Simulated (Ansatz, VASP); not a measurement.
**Al9H in VASP and in Ansatz**

```
Al H
1.0
     5.70709    0.00000    0.00000
    -1.42677    9.70148    0.00000
     0.00000    0.00000   22.79037
Al H
18 2
Cartesian
  1.4268 0.6295 4.0000
  4.2803 0.6295 4.0000
  1.4268 3.3172 4.9957
  4.2803 3.3172 4.9957
  0.0000 5.7950 5.1949
  2.8535 5.7950 5.1949
  1.4268 8.2728 5.3940
  4.2803 8.2728 5.3940
  0.0003 1.2390 6.4001
  2.8538 1.2390 6.4001
  -0.0072 3.9216 7.5233
  2.8463 3.9216 7.5233
  1.4238 6.3997 7.6799
  4.2774 6.3997 7.6799
  -0.0083 8.8388 7.8610
  2.8452 8.8388 7.8610
  1.4319 1.7599 8.7904
  4.2854 1.7599 8.7904
  2.9014 3.7980 10.5204
  2.8069 4.4411 10.5204
```

Alike in both runs: task single point; functional PBE; k mesh 5 × 3 × 1; occupations gaussian, width 0.1 eV; no spin polarisation.

|  | VASP | Ansatz |
| --- | --- | --- |
| version | VASP 6.6.1 | Ansatz 0.2.0 |
| potentials or method | VASP PAW PBE potentials, release 64 (Al, H), cutoff 520 eV | scalar-relativistic, plane waves, PAW |
| valence electrons in the cell | 56 | 56 |

Ansatz gave:

| Quantity | Value |
| --- | --- |
| gap on the k mesh at the Fermi level (eV) | none |
| rms of the force components (eV/Å) | 0.905 |

Task: Which values does VASP return?

Result: gap on the k mesh at the Fermi level (eV): none; rms of the force components (eV/Å): 0.911.

Atom by atom the forces differ by 0.006 eV/Å (rms over components). A gap of «none» marks a metal or a gap that the smearing closes.
